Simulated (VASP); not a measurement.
CaOs:

```xyz
2
Lattice="3.2127 0.0000 0.0000 0.0000 3.2127 0.0000 0.0000 0.0000 4.2109" Properties=species:S:1:pos:R:3 pbc="T T T"
Ca    1.6064    1.6064    2.1055
Os    0.0000    0.0000    0.0000
```

```yaml
Program: VASP 6.6.1
Task: relaxation of cell and atoms
Functional: PBE
Potentials_or_basis: VASP PAW PBE potentials, release 64 (Ca_sv, Os)
Cutoff: 600 eV
k_mesh: 6 × 6 × 4
Occupations: gaussian, width 0.1 eV
Spin: no spin polarisation
```

At the start: pressure -7.0 GPa; volume 21.73 Å³/atom.

Question: Where does the relaxation end?

Answer: Over 8 steps the energy falls by 152.5 meV/atom and the volume is 19.14 Å³/atom (-11.9 %); space group P4/mmm (No. 123, to 0.1 Å) before and after.

Step by step:
```csv
step,energy change (eV),largest force (eV/Å),pressure (GPa),volume (Å³)
1,0.0000,0.0000,-7.02,43.46
2,-0.1605,0.0000,4.35,37.71
3,-0.1634,0.0000,2.70,38.31
4,-0.2638,0.0000,2.21,37.98
5,-0.2840,0.0000,3.00,37.14
6,-0.2999,0.0000,2.22,37.51
7,-0.2979,0.0000,-2.38,39.20
8,-0.3049,0.0000,-0.01,38.27
```

Final structure:
```
Ca Os
1.0
     2.88075    0.00000    0.00000
     0.00000    2.88075    0.00000
     0.00000    0.00000    4.61185
Ca Os
1 1
Direct
  0.50000 0.50000 0.50000
  0.00000 0.00000 0.00000
```

Caveat: the k points lie up to 0.36 Å⁻¹ apart in the final cell, too coarse for converged energies and pressures of a metal.
